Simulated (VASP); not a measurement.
# NaF (rocksalt type) in VASP: a series of runs, part 2 of 2

VASP 6.6.1.

### 4 Relaxation of cell and atoms, PBE

This run uses another cell than the first one, of 11.12 Å³/atom.

Contents of INCAR:

```
SYSTEM = NaF
PREC = Accurate
ENCUT = 600
EDIFF = 1E-6
ISMEAR = -1
SIGMA = 0.05
LREAL = .False.
LASPH = .True.
NELM = 80
ALGO = Normal
ISIF = 3
LWAVE = .False.
LCHARG = .False.
GGA = PE
IBRION = 2
NSW = 100
EDIFFG = -0.005
```

Contents of KPOINTS:

```
regular mesh
0
Gamma
  16 16 16
  0 0 0
```

Contents of POSCAR:

```
NaF
1.0
    0.0000000000      2.2322827293      2.2322827293
    2.2322827293      0.0000000000      2.2322827293
    2.2322827293      2.2322827293      0.0000000000
Na F
1 1
Direct
    0.0000000000      0.0000000000      0.0000000000
    0.5000000000      0.5000000000      0.5000000000
```

Potentials or basis: VASP PAW PBE potentials, release 64 (Na_pv, F).

The run is started by

```sh
> cat potpaw_PBE.64/Na_pv/POTCAR potpaw_PBE.64/F/POTCAR > POTCAR
> mpirun -np 1 vasp_std > vasp.out
```

OUTCAR:

```text
SYSTEM = NaF
   PREC = Accurate
   ENCUT = 600
   EDIFF = 1E-6
   ISMEAR = -1
   LREAL = .False.
   LASPH = .True.
   NELM = 80
   ISIF = 3
   GGA = PE
   IBRION = 2
   NSW = 100
   EDIFFG = -0.005

 ion  position               nearest neighbor table
   1  0.000  0.000  0.000-   2 2.23   2 2.23   2 2.23   2 2.23   2 2.23   2 2.23
   2  0.500  0.500  0.500-   1 2.23   1 2.23   1 2.23   1 2.23   1 2.23   1 2.23

  LATTYP: Found a face centered cubic cell.
 ALAT       =     4.4645654586

  Lattice vectors:

 A1 = (   0.0000000000,   2.2322827293,   2.2322827293)
 A2 = (   2.2322827293,   0.0000000000,   2.2322827293)
 A3 = (   2.2322827293,   2.2322827293,   0.0000000000)

Analysis of symmetry for initial positions (statically):
=====================================================================
 Subroutine PRICEL returns:
 Original cell was already a primitive cell.

 Routine SETGRP: Setting up the symmetry group for a
 face centered cubic supercell.

 Subroutine GETGRP returns: Found 48 space group operations
 (whereof 48 operations were pure point group operations)
 out of a pool of 48 trial point group operations.

The static configuration has the point symmetry O_h .

Analysis of symmetry for dynamics (positions and initial velocities):
=====================================================================
 Subroutine PRICEL returns:
 Original cell was already a primitive cell.

 Routine SETGRP: Setting up the symmetry group for a
 face centered cubic supercell.
[... 147 lines left out ...]

 Free energy of the ion-electron system (eV)
  ---------------------------------------------------
  ext. energy  EPLUGINS =         0.00000000
  ---------------------------------------------------
  free energy    TOTEN  =        -8.46754173 eV

  energy without entropy =       -8.46754173  energy(sigma->0) =       -8.46754173

 E-fermi :  -0.4787     XC(G=0):  -9.7016

 val. band max:       -1.5541229679   @ k =   0.0000   0.0000   0.0000
 cond. band min:       5.3954488238   @ k =   0.0000   0.0000   0.0000
 fundamental gap:      6.9495717917
 Fermi energy:        -0.4786962948

 k-point     1 :       0.0000    0.0000    0.0000
  band No.  band energies     occupation
      1     -20.9361      2.00000
      2     -20.1822      2.00000
      3     -20.1822      2.00000
      4     -20.1822      2.00000
      5      -1.5541      2.00000
      6      -1.5541      2.00000
      7      -1.5541      2.00000
      8       5.3954      0.00000
      9      18.2254      0.00000
     10      18.2254      0.00000
     11      18.2254      0.00000
[... 429 lines left out ...]
--------------------------------------- Ionic step        4  -------------------------------------------

 number of electron      14.0000002 magnetization

 Free energy of the ion-electron system (eV)
  ---------------------------------------------------
  ext. energy  EPLUGINS =         0.00000000
  ---------------------------------------------------
  free energy    TOTEN  =        -8.56472202 eV

  energy without entropy =       -8.56472202  energy(sigma->0) =       -8.56472202

 E-fermi :  -1.1359     XC(G=0):  -8.9492

 val. band max:       -2.2670854182   @ k =   0.0000   0.0000   0.0000
 cond. band min:       3.8035339591   @ k =   0.0000   0.0000   0.0000
 fundamental gap:      6.0706193774
 Fermi energy:        -1.1359031594

 k-point     1 :       0.0000    0.0000    0.0000
  band No.  band energies     occupation
      1     -21.3706      2.00000
      2     -21.3460      2.00000
      3     -21.3460      2.00000
      4     -21.3460      2.00000
      5      -2.2671      2.00000
      6      -2.2671      2.00000
      7      -2.2671      2.00000
      8       3.8035      0.00000
      9      16.3973      0.00000
     10      16.3973      0.00000
     11      16.3973      0.00000
[... 351 lines left out ...]
  FREE ENERGIE OF THE ION-ELECTRON SYSTEM (eV)
  ---------------------------------------------------
  free  energy   TOTEN  =        -8.5647220175 eV

  energy  without entropy=       -8.5647220175  energy(sigma->0) =       -8.56472202

 reached required accuracy - stopping structural energy minimisation
```

OSZICAR:

```text
N       E                     dE             d eps       ncg     rms          rms(c)
DAV:   1     0.121403076653E+03    0.12140E+03   -0.89630E+03  3223   0.177E+03
DAV:   2    -0.264131205854E+01   -0.12404E+03   -0.11470E+03  3399   0.399E+02
DAV:   3    -0.928913786160E+01   -0.66478E+01   -0.66282E+01  3631   0.932E+01
[... 33 lines left out ...]
DAV:   3    -0.856653411154E+01    0.42601E-02   -0.98743E-03  3617   0.247E+00    0.289E-01
DAV:   4    -0.856480772382E+01    0.17264E-02   -0.15189E-03  3632   0.146E+00    0.484E-02
DAV:   5    -0.856473701507E+01    0.70709E-04   -0.21746E-04  4121   0.254E-01    0.124E-02
DAV:   6    -0.856472235864E+01    0.14656E-04   -0.30418E-05  3706   0.115E-01    0.510E-03
DAV:   7    -0.856472201749E+01    0.34115E-06   -0.15071E-06  1901   0.185E-02
   4 F= -.85647220E+01 E0= -.85647220E+01  d E =-.971803E-01
```

CONTCAR:

```text
NaF
   1.00000000000000
    -0.0000000000000000    2.3508447310772791    2.3508447310772791
     2.3508447310772791    0.0000000000000000    2.3508447310772791
     2.3508447310772791    2.3508447310772791    0.0000000000000000
  Na              F
     1     1
Direct
     0.0000000000000000    0.0000000000000000    0.0000000000000000
     0.5000000000000000    0.5000000000000000    0.5000000000000000

  0.00000000E+00  0.00000000E+00  0.00000000E+00
  0.00000000E+00  0.00000000E+00  0.00000000E+00
```

Wall time 58 s (1 thread of Intel Xeon 6975P-C (Granite Rapids), shared host); peak memory 0.17 GiB.

What came out:

```
Free energy                           : -8.5647 eV
Relaxed volume                        : 12.99 Å³/atom
Relaxed cell                          : a = 3.325 Å, b = 3.325 Å, c = 3.325 Å, α = 60.00°, β = 60.00°, γ = 60.00°
Space group after relaxing (to 0.1 Å) : Fm-3m (No. 225)
Energy gained by relaxing             : 48.6 meV/atom
Ionic steps                           : 4
Pressure after relaxing               : 0.0 GPa
Band gap on the k mesh                : 6.07 eV
```

The path:
| step | energy change (eV) | largest force (eV/Å) | pressure (GPa) | volume (Å³) |
| --- | --- | --- | --- | --- |
| 1 | 0.0000 | 0.0000 | 9.75 | 22.25 |
| 2 | -0.0849 | 0.0000 | 2.93 | 24.50 |
| 3 | -0.0950 | 0.0000 | -1.05 | 26.58 |
| 4 | -0.0972 | 0.0000 | -0.03 | 25.98 |

Final structure:
```
CELL_PARAMETERS angstrom
0.00000 2.35084 2.35084
2.35084 0.00000 2.35084
2.35084 2.35084 0.00000
ATOMIC_POSITIONS crystal
Na 0.00000 0.00000 0.00000
F 0.50000 0.50000 0.50000
```

Levels at points of the mesh, in eV from the valence-band top:
| k point | band 3 | band 4 | band 5 | band 6 | band 7 | band 8 | band 9 | band 10 | band 11 |
| --- | --- | --- | --- | --- | --- | --- | --- | --- | --- |
| (0.00, 0.00, 0.00) | -19.08 | -19.08 | 0.00 | 0.00 | 0.00 | 6.07 | 18.66 | 18.66 | 18.66 |
| (0.50, 0.00, 0.00) | -19.09 | -18.28 | -1.50 | -0.23 | -0.23 | 10.52 | 12.10 | 19.64 | 19.64 |
| (0.50, 0.50, 0.00) | -19.12 | -18.88 | -1.21 | -0.38 | -0.38 | 12.80 | 13.15 | 13.18 | 19.21 |

Caveat: the volume moved by over 15 % at a fixed basis, so the end points are rough.

### 5 The runs side by side

| task | cell | cutoff (eV) | smearing | gap on the mesh (eV) | pressure (GPa) |
| --- | --- | --- | --- | --- | --- |
| single point | a = 3.324 Å, angles 60.0°, 2 atoms | 520 | tetrahedron | 6.07 | -0.2 |
| single point | a = 3.333, b = 3.333, c = 3.308 Å, angles 60.2, 60.2, 59.5°, 2 atoms | 520 | fermi-dirac 0.05 eV | 6.07 | -0.1 |
| relaxation of cell and atoms | relaxed from a = 3.157 Å, angles 60.0°, 2 atoms | 600 | fermi-dirac 0.05 eV | 6.07 | 0.0 |

Alike in all rows: level PBE; potentials or basis VASP PAW PBE potentials, release 64 (Na_pv, F); no spin polarisation; k mesh 16 × 16 × 16.

Caveats: the volume moved by over 15 % at a fixed basis, so the end points are rough (at least some runs).

Absolute energies hang on the potentials; compare differences alone.
